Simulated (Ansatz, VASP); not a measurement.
## AlNi3: VASP beside Ansatz

```
Al Ni
1.0
     0.00000    2.80189    2.80189
     2.80189    0.00000    2.80189
     2.80189    2.80189    0.00000
Al Ni
1 3
Direct
  0.50000 0.50000 0.50000
  0.25000 0.25000 0.25000
  0.00000 0.00000 0.00000
  0.75000 0.75000 0.75000
```

Alike in both runs: task single point; functional PBEsol; k mesh 14 × 14 × 14; occupations methfessel-paxton of order 1, width 0.05 eV; no spin polarisation.

```csv
,VASP,Ansatz
version,VASP 6.6.1,Ansatz 0.2.0
potentials or method,"VASP PAW PBE potentials, release 64 (Al, Ni), cutoff 520 eV","scalar-relativistic, plane waves, PAW"
valence electrons in the cell,33,57
```

|  | VASP | Ansatz | Ansatz less VASP |
| --- | --- | --- | --- |
| gap on the k mesh at the Fermi level (eV) | none | none | - |
| pressure (GPa) | -0.7 | -0.8 | -0.09 |

VASP's potentials were made for PBE, not for PBEsol. A gap of «none» marks a metal or a gap that the smearing closes. The functional is the same, so the differences come from potentials, cutoffs and numerics. VASP's potentials hold 33 valence electrons a cell and Ansatz's 57, so a difference there can come from the potentials and not from the codes.
